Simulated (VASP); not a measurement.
Here is a VASP 6.6.1 calculation.

File INCAR:

```
  PREC = Accurate
  ENCUT = 520
  EDIFF = 1E-8
  ISMEAR = 0
  SIGMA = 0.01
  LREAL = False
  LASPH = True
  NELM = 80
  ALGO = Normal
  ISIF = 2
  LWAVE = False
  LCHARG = False
  GGA = PE
  IBRION = 8
  NSW = 1
  LEPSILON = True
```

Contents of KPOINTS:

```
Automatic mesh
0
Gamma
  4 4 4
```

Contents of POSCAR:

```
BaTiO3
1.0
    3.9725052574      0.0000000000      0.0000000000
    0.0000000000      2.8904445088      2.9153854155
    0.0000000000     -2.8904445088      2.9153854155
Ba Ti O
1 1 3
Direct
    0.0000000000      0.0082750946      0.0082750946
    0.5000000000      0.5244580684      0.5244580684
    0.5000000000      0.9731675953      0.4899429154
    0.5000000000      0.4899429154      0.9731675953
    0.0000000000      0.4840563263      0.4840563263
```

Potentials or basis: VASP PAW PBE potentials, release 64 (Ba_sv, Ti_sv, O).

The run is started by

```console
$ cat potpaw_PBE.64/Ba_sv/POTCAR potpaw_PBE.64/Ti_sv/POTCAR potpaw_PBE.64/O/POTCAR > POTCAR
$ mpirun -np 1 vasp_std > vasp.out
```

Question: Estimate the electronic dielectric tensor (diagonal).

Answer: 5.85, 5.69, 5.12.

Question: Estimate the Born charges (mean of the diagonal).

Answer: Ba +2.77; Ti +5.80; O -2.76, -3.05 (each value once) e.

Question: What does it give for the highest phonon frequency at Γ, LO-TO splitting left out?

Answer: 558 cm⁻¹.

Electronic dielectric tensor:
```
5.85 0.00 0.00
0.00 5.69 0.00
0.00 0.00 5.12
```

Caveat: the k points lie up to 0.40 Å⁻¹ apart; the cell stands under pressure or tension, which shifts response properties.
